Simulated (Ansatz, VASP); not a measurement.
Cu in VASP and in Ansatz

```xyz
4
Lattice="2.5665 0.0000 0.0000 0.0000 3.6295 0.0000 0.0000 0.0000 19.8497" Properties=species:S:1:pos:R:3 pbc="T T T"
Cu    0.6416    0.9074    8.0990
Cu    1.9248    2.7221    9.2204
Cu    0.6416    0.9074   10.6293
Cu    1.9248    2.7221   11.7507
```

Alike in both runs: task single point; functional PBE; k mesh 16 × 11 × 1; occupations fermi-dirac, width 0.05 eV; no spin polarisation.

|  | VASP | Ansatz |
| --- | --- | --- |
| version | VASP 6.6.1 | Ansatz 0.2.0 |
| potentials or method | VASP PAW PBE potentials, release 64 (Cu) | PAW with Ansatz's default frozen-core files, scalar-relativistic |
| plane-wave cutoff (eV) | 520 | 420 |
| valence electrons in the cell | 44 | 76 |

```tsv
	VASP	Ansatz	Ansatz less VASP
rms of the force components (eV/Å)	0.014	0.000	-0.0131
```

Atom by atom the forces differ by 0.013 eV/Å (rms over components). VASP's potentials hold 44 valence electrons a cell and Ansatz's 76, so a difference there can come from the potentials and not from the codes. Ansatz's warnings: structure snapped to symmetry.
